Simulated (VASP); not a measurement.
# Mg (P6_3/mmc) in VASP: notebook, part 2 of 2

VASP 6.6.1.

## (3) Single point, r2SCAN

This run uses another cell than the first one, of 22.60 Å³/atom.

POSCAR reads:

```
Mg
1.0
    3.1816738155      0.0000000000      0.0000000000
   -1.5908369077      2.7554103508      0.0000000000
    0.0000000000      0.0000000000      5.1557667193
Mg
2
Direct
    0.3333333333      0.6666666667      0.2500000000
    0.6666666667      0.3333333333      0.7500000000
```

INCAR.step1 reads:

```
SYSTEM = Mg
PREC = Accurate ; ENCUT = 520
ISMEAR = 0 ; SIGMA = 0.1
LREAL = .False. ; LASPH = .True.
NELM = 60 ; NBANDS = 9
GGA = PE ; ALGO = Normal
EDIFF = 1E-4 ; LWAVE = .True.
LCHARG = .False.
```

INCAR.step2 reads:

```
SYSTEM = Mg
PREC = Accurate ; ENCUT = 520
EDIFF = 1E-6 ; ISMEAR = 0
SIGMA = 0.1 ; LREAL = .False.
LASPH = .True. ; NELM = 60
ALGO = Normal ; ISIF = 2
LWAVE = .False. ; LCHARG = .False.
METAGGA = R2SCAN ; LMIXTAU = .True.
NBANDS = 9 ; ISTART = 1
```

KPOINTS reads:

```
regular mesh
0
Gamma
  21 21 12
  0 0 0
```

Potentials or basis: VASP PAW PBE potentials, release 64 (Mg).

On the command line:

```
$ cat potpaw_PBE.64/Mg/POTCAR > POTCAR
$ cp INCAR.step1 INCAR
$ mpirun -np 1 vasp_std > vasp.out
$ cp INCAR.step2 INCAR
$ mpirun -np 1 vasp_std > vasp.out
```

It took 97 s on 1 thread of Intel Xeon 6975P-C (Granite Rapids), shared host; peak memory 0.26 GiB.

Results (log left out):

* Free energy: -8.2993 eV
* Pressure: -0.3 GPa
* Band gap on the k mesh: zero (bands 2 and 3 overlap by 2.33 eV)

Levels at points of the mesh, in eV from the Fermi level:
```
           k point  band 1  band 2  band 3  band 4  band 5  band 6
(0.00, 0.00, 0.00)   -7.46   -1.92   -1.18   11.77   11.77   11.96
(0.00, 0.00, 0.50)   -5.96   -5.96    5.47    5.47   12.54   12.54
```

Caveat: the PAW data sets were made with another functional, which shifts forces and pressure a little.

## (4) Single point, r2SCAN

This run uses another cell than the first one, of 22.65 Å³/atom.

POSCAR reads:

```
Mg
1.0
    3.1829038979      0.0000000000      0.0000000000
   -1.5914519489      2.7564756334      0.0000000000
    0.0000000000      0.0000000000      5.1633507725
Mg
2
Direct
    0.3333333333      0.6666666667      0.2500000000
    0.6666666667      0.3333333333      0.7500000000
```

INCAR.step1 reads:

```
ALGO = Normal
EDIFF = 1E-4
ENCUT = 520
GGA = PE
ISMEAR = -1
LASPH = T
LCHARG = F
LREAL = F
LWAVE = T
NBANDS = 9
NELM = 100
PREC = Accurate
SIGMA = 0.15
```

INCAR.step2 reads:

```
ALGO = Normal
EDIFF = 1E-6
ENCUT = 520
ISIF = 2
ISMEAR = -1
ISTART = 1
LASPH = T
LCHARG = F
LMIXTAU = T
LREAL = F
LWAVE = F
METAGGA = R2SCAN
NBANDS = 9
NELM = 100
PREC = Accurate
SIGMA = 0.15
```

KPOINTS reads:

```
k-points
0
Gamma
  21 21 12
```

Potentials or basis: VASP PAW PBE potentials, release 64 (Mg).

On the command line:

```
$ cat potpaw_PBE.64/Mg/POTCAR > POTCAR
$ cp INCAR.step1 INCAR
$ mpirun -np 1 vasp_std > vasp.out
$ cp INCAR.step2 INCAR
$ mpirun -np 1 vasp_std > vasp.out
```

OUTCAR:

```text
EDIFF = 1E-6
   ENCUT = 520
   ISIF = 2
   ISMEAR = -1
   ISTART = 1
   LASPH = T
   LREAL = F
   METAGGA = R2SCAN
   NELM = 100
   PREC = Accurate

 ion  position               nearest neighbor table
   1  0.333  0.667  0.250-   2 3.17   2 3.17   2 3.17   2 3.17   2 3.17   2 3.17
   2  0.667  0.333  0.750-   1 3.17   1 3.17   1 3.17   1 3.17   1 3.17   1 3.17

  LATTYP: Found a hexagonal cell.
 ALAT       =     3.1829038979
 C/A-ratio  =     1.6222138456

  Lattice vectors:

[... 477 lines left out ...]
------------------------ aborting loop because EDIFF is reached ----------------------------------------

  FORCE on cell =-STRESS in cart. coord.  units (eV):
  Direction    XX          YY          ZZ          XY          YZ          ZX
  --------------------------------------------------------------------------------------
  -------------------------------------------------------------------------------------
  Total       -0.0899182     -0.0899182     -0.0887874     -0.0000000      0.0000000      0.0000000
  in kB       -3.1801608     -3.1801608     -3.1401665     -0.0000000      0.0000000      0.0000000
  external PRESSURE =      -3.1668294 kB  Pullay stress =       0.0000000 kB

 VOLUME and BASIS-vectors are now :
 -----------------------------------------------------------------------------
  energy-cutoff  :      520.00
  volume of cell :       45.30
      direct lattice vectors                 reciprocal lattice vectors
     3.182903898  0.000000000  0.000000000     0.314178509  0.181391047  0.000000000
    -1.591451949  2.756475633  0.000000000     0.000000000  0.362782093  0.000000000
     0.000000000  0.000000000  5.163350773     0.000000000  0.000000000  0.193672684

 POSITION                                       TOTAL-FORCE (eV/Angst)
 -----------------------------------------------------------------------------------
     -0.00000      1.83765      1.29084         0.000000     -0.000000      0.000000
      1.59145      0.91883      3.87251        -0.000000      0.000000      0.000000
 -----------------------------------------------------------------------------------
    total drift:                                0.000000     -0.000000      0.000000

  FREE ENERGIE OF THE ION-ELECTRON SYSTEM (eV)
  ---------------------------------------------------
  free  energy   TOTEN  =        -8.3235744520 eV

  energy  without entropy=       -8.2691589320  energy(sigma->0) =       -8.29636669
```

OUTCAR.step1:

```text
EDIFF = 1E-4
   ENCUT = 520
   GGA = PE
   ISMEAR = -1
   LASPH = T
   LREAL = F
[... 510 lines left out ...]
 -----------------------------------------------------------------------------------
     -0.00000      1.83765      1.29084        -0.000000      0.000000      0.000000
      1.59145      0.91883      3.87251         0.000000     -0.000000      0.000000
 -----------------------------------------------------------------------------------
    total drift:                                0.000000     -0.000000      0.000000

  FREE ENERGIE OF THE ION-ELECTRON SYSTEM (eV)
  ---------------------------------------------------
  free  energy   TOTEN  =        -3.0430950276 eV

  energy  without entropy=       -2.9829255847  energy(sigma->0) =       -3.01301031
```

OSZICAR.step1:

```text
N       E                     dE             d eps       ncg     rms          rms(c)
DAV:   1    -0.285372055125E+00   -0.28537E+00   -0.13158E+03  6048   0.316E+02
DAV:   2    -0.301801026541E+01   -0.27326E+01   -0.26511E+01  8137   0.275E+01
DAV:   3    -0.305660556414E+01   -0.38595E-01   -0.38242E-01  7894   0.270E+00
DAV:   4    -0.305673114781E+01   -0.12558E-03   -0.12556E-03  7685   0.147E-01
DAV:   5    -0.305673168327E+01   -0.53547E-06   -0.53527E-06  7581   0.933E-03    0.954E-01
DAV:   6    -0.305052209808E+01    0.62096E-02   -0.58521E-04  6963   0.188E-01    0.611E-01
DAV:   7    -0.304308368285E+01    0.74384E-02   -0.22682E-03  6313   0.325E-01    0.336E-02
DAV:   8    -0.304309502758E+01   -0.11345E-04   -0.16021E-05  4793   0.243E-02
   1 F= -.30430950E+01 E0= -.30130103E+01  d E =-.601694E-01
```

It took 88 s on 1 thread of Intel Xeon 6975P-C (Granite Rapids), shared host; peak memory 0.26 GiB.

Results:

```
Free energy            : -8.3236 eV
Pressure               : -0.3 GPa
Band gap on the k mesh : zero (bands 2 and 3 overlap by 2.34 eV)
```

Levels at points of the mesh, in eV from the Fermi level:
```tsv
k point	band 1	band 2	band 3	band 4	band 5
(0.00, 0.00, 0.00)	-7.45	-1.93	-1.19	11.77	11.77
(0.00, 0.00, 0.50)	-5.96	-5.96	5.44	5.44	12.53
```

Caveat: the PAW data sets were made with another functional, which shifts forces and pressure a little.

## (5) Overview

```csv
cell,k mesh,smearing,gap on the mesh (eV),pressure (GPa)
"a = 3.209, b = 3.209, c = 5.210 Å, angles 90.0, 90.0, 120.0°, 2 atoms",6 × 6 × 4,gaussian 0.1 eV,none,-1.2
"a = 3.182, b = 3.182, c = 5.156 Å, angles 90.0, 90.0, 120.0°, 2 atoms",21 × 21 × 12,gaussian 0.1 eV,none,-0.3
"a = 3.183, b = 3.183, c = 5.163 Å, angles 90.0, 90.0, 120.0°, 2 atoms",21 × 21 × 12,fermi-dirac 0.15 eV,none,-0.3
```

Alike in all rows: task single point; level r2SCAN; potentials or basis VASP PAW PBE potentials, release 64 (Mg); no spin polarisation; cutoff (eV) 520.

Caveats: some runs use coarse meshes; the PAW data sets were made with another functional, which shifts forces and pressure a little.

Absolute energies hang on the potentials; compare differences alone.
